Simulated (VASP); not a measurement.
Write the native input for VASP 6.6.1 that does the following.

```yaml
Task: single point
Functional: PBEsol
Potentials_or_basis: VASP PAW PBE potentials, release 64 (Be, C)
Cutoff: 600 eV
k_mesh: 10 × 10 × 10
Occupations: gaussian, width 0.01 eV
Spin: no spin polarisation
Dipole_correction: no
Further_INCAR_settings: ALGO = Normal; EDIFF = 1e-06; NBANDS = 11
```

The structure of Be2C lies in POSCAR:

```
Be2C
1.0
    2.1232994964      2.1232994964      0.0000000000
   -2.1232994964      2.1232994964      0.0000000000
    0.0000000000      2.1232994964      2.1232994964
Be C
2 1
Direct
    0.2500000000      0.7500000000      0.5000000000
    0.7500000000      0.2500000000      0.5000000000
    0.0000000000      0.0000000000      0.0000000000
```

One way to write it, as run:

INCAR

```
ALGO = Normal ; EDIFF = 1E-6
ENCUT = 600 ; GGA = PS
GGA_COMPAT = F ; ISIF = 2
ISMEAR = 0 ; LASPH = T
LCHARG = T ; LELF = T
LREAL = F ; LVHAR = T
LWAVE = F ; NBANDS = 11
NELM = 120 ; PREC = Accurate
SIGMA = 0.01
```

KPOINTS

```
k-points
0
Gamma
  10 10 10
```

Potentials or basis: VASP PAW PBE potentials, release 64 (Be, C).

Run with:

```console
$ cat potpaw_PBE.64/Be/POTCAR potpaw_PBE.64/C/POTCAR > POTCAR
$ mpirun -np 1 vasp_std > vasp.out
```

Results of the run:

- Pressure: 10.6 GPa
- Band gap on the k mesh: 1.08 eV, indirect (least direct gap 4.19 eV)

Caveat: the PAW data sets were made with another functional, which shifts forces and pressure a little.

It took 8.2 s on 1 thread of AMD EPYC 7R43 64-Core Processor (Zen 3) (shared host), peak memory 0.1 GiB.
